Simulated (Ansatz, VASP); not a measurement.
# Two plane-wave programs on NaF

The input POSCAR:

```
NaF
1.0
    0.0000000000      2.2536010000      2.3929990000
    2.2536010000      0.0000000000      2.3929990000
    2.2536010000      2.2536010000      0.0000000000
Na F
1 1
Direct
    0.0000000000      0.0000000000      0.0000000000
    0.5000000000      0.5000000000      0.5000000000
```

File INCAR.step1:

```
PREC     = Accurate       # precision mode
ENCUT    = 520            # plane-wave cutoff, eV
ISMEAR   = 0              # smearing method
SIGMA    = 0.05           # smearing width, eV
LREAL    = False          # projectors in reciprocal space
LASPH    = True           # aspherical terms in the spheres
NELM     = 100            # most SCF steps
NBANDS   = 14             # bands
GGA      = PE             # functional
ALGO     = Normal         # electronic algorithm
EDIFF    = 1E-4           # SCF threshold, eV
LWAVE    = True           # write WAVECAR
LCHARG   = False          # write CHGCAR
```

INCAR.step2

```
PREC     = Accurate       # precision mode
ENCUT    = 520            # plane-wave cutoff, eV
EDIFF    = 1E-7           # SCF threshold, eV
ISMEAR   = 0              # smearing method
SIGMA    = 0.05           # smearing width, eV
LREAL    = False          # projectors in reciprocal space
LASPH    = True           # aspherical terms in the spheres
NELM     = 100            # most SCF steps
ALGO     = Normal         # electronic algorithm
ISIF     = 2              # what is computed and relaxed
LWAVE    = False          # write WAVECAR
LCHARG   = True           # write CHGCAR
METAGGA  = R2SCAN         # meta-GGA
LMIXTAU  = True         
LELF     = True           # ELF
LVHAR    = True         
NBANDS   = 14             # bands
ISTART   = 1
```

Contents of KPOINTS:

```
regular mesh
0
Gamma
  8 8 8
```

Input for Ansatz:

```yaml
crystal:
  lattice:
    - [0.0, 2.253601, 2.392999]
    - [2.253601, 0.0, 2.392999]
    - [2.253601, 2.253601, 0.0]
  atoms:
    - { symbol: Na, position: [0.0, 0.0, 0.0] }
    - { symbol: F, position: [0.5, 0.5, 0.5] }
basis:
  ecutwfc: 500
kpoints:
  mp_grid: { grid: [8, 8, 8] }
hamiltonian:
  xc: r2scan
scf:
  occupations: { method: gaussian, width: 0.05 }
output:
  forces: true
  stress: true
  eigenvalues: true
```

Change from the starting cell: strain -0.030 along x and y, +0.030 along z, atoms carried along.

Alike in both runs: task single point; functional r2SCAN; k mesh 8 × 8 × 8; occupations gaussian, width 0.05 eV; no spin polarisation.

|  | VASP | Ansatz |
| --- | --- | --- |
| version | VASP 6.6.1 | Ansatz 0.2.0 |
| potentials or method | VASP PAW PBE potentials, release 64 (Na_pv, F), cutoff 520 eV | scalar-relativistic, plane waves, PAW |
| valence electrons in the cell | 14 | 16 |

```tsv
	VASP	Ansatz	Ansatz less VASP
gap on the k mesh at the Fermi level (eV)	7.29	7.25	-0.035
least direct gap on the mesh (eV)	7.29	7.25	-0.035
pressure (GPa)	-0.3	0.3	+0.63
traceless stress, the component that is largest in VASP (GPa)	-3.45	-3.44	+0.005
```

VASP's potentials were made for PBE, not for r2SCAN. With one functional, cell and mesh, what is left measures potentials, basis and numerics. VASP's potentials hold 14 valence electrons a cell and Ansatz's 16, so a difference there can come from the potentials and not from the codes.
